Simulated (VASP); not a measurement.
Runs of VASP 6.6.1 on Si. The structure is that of space group P6_3/mmc (No. 194), or close to it. The cells are those of the table. 

```csv
cell,k mesh,gap on the mesh (eV),pressure (GPa)
"a = 2.666, b = 2.666, c = 4.496 Å, angles 90.0, 90.0, 120.0°, 2 atoms",15 × 15 × 8,none,-0.3
"a = 2.768, b = 2.768, c = 4.670 Å, angles 90.0, 90.0, 120.0°, 2 atoms",15 × 15 × 8,none,-8.5
"a = 2.735, b = 2.735, c = 4.613 Å, angles 90.0, 90.0, 120.0°, 2 atoms",15 × 15 × 8,none,-6.3
"a = 2.630, b = 2.630, c = 4.436 Å, angles 90.0, 90.0, 120.0°, 2 atoms",15 × 15 × 8,none,(b)
"a = 2.666, b = 2.666, c = 4.496 Å, angles 90.0, 90.0, 120.0°, 2 atoms",22 × 22 × 12,none,(a)
```

Alike in all rows: task single point; level LDA; potentials or basis VASP PAW LDA potentials, release 64 (Si); no spin polarisation; cutoff (eV) 520; smearing fermi-dirac 0.1 eV.

**Question.** Fill in the values left out.

**Answer.** (a) -0.1; (b) 3.9.

A gap of «none» marks levels without a gap at the run's occupations.
